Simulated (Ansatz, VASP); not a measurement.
## GaN: VASP beside Ansatz

Contents of INCAR:

```
PREC     = Accurate       # precision mode
ENCUT    = 600            # plane-wave cutoff, eV
EDIFF    = 1E-6           # SCF threshold, eV
ISMEAR   = 0              # smearing method
SIGMA    = 0.1            # smearing width, eV
LREAL    = False          # projectors in reciprocal space
LASPH    = True           # aspherical terms in the spheres
NELM     = 120            # most SCF steps
ALGO     = Normal         # electronic algorithm
ISIF     = 2              # what is computed and relaxed
LWAVE    = False          # write WAVECAR
LCHARG   = False          # write CHGCAR
GGA      = PE             # functional
NBANDS   = 16             # bands
GGA_COMPAT= False
```

KPOINTS

```
regular mesh
0
Gamma
  8 8 8
```

Contents of POSCAR:

```
GaN
1.0
    0.0000000000      2.1815714942      2.1815714942
    2.1815714942      0.0000000000      2.1815714942
    2.1815714942      2.1815714942      0.0000000000
Ga N
1 1
Direct
    0.0000000000      0.0000000000      0.0000000000
    0.7500000000      0.7500000000      0.7500000000
```

Input for Ansatz:

```yaml
crystal:
  lattice:
    - [0.0, 2.1815714942, 2.1815714942]
    - [2.1815714942, 0.0, 2.1815714942]
    - [2.1815714942, 2.1815714942, 0.0]
  atoms:
    - { symbol: Ga, position: [0.0, 0.0, 0.0] }
    - { symbol: "N", position: [0.75, 0.75, 0.75] }
basis:
  ecutwfc: 420
kpoints:
  mp_grid: { grid: [8, 8, 8] }
hamiltonian:
  xc: pbe
scf:
  occupations: { method: gaussian, width: 0.1 }
output:
  forces: true
  stress: true
  eigenvalues: true
```

Alike in both runs: task single point; functional PBE; k mesh 8 × 8 × 8; occupations gaussian, width 0.1 eV; no spin polarisation.

|  | VASP | Ansatz |
| --- | --- | --- |
| version | VASP 6.6.1 | Ansatz 0.2.0 |
| potentials or method | VASP PAW PBE potentials, release 64 (Ga_d, N), cutoff 600 eV | scalar-relativistic, plane waves, PAW |
| valence electrons in the cell | 18 | 18 |

VASP gave:

```
gap on the k mesh at the Fermi level (eV) : 2.35
least direct gap on the mesh (eV)         : 2.35
pressure (GPa)                            : 28.0
```

Question: What did Ansatz give for the same quantities?

Answer: gap on the k mesh at the Fermi level (eV): 2.34; least direct gap on the mesh (eV): 2.34; pressure (GPa): 28.2.

The functional is the same, so the differences come from potentials, cutoffs and numerics.
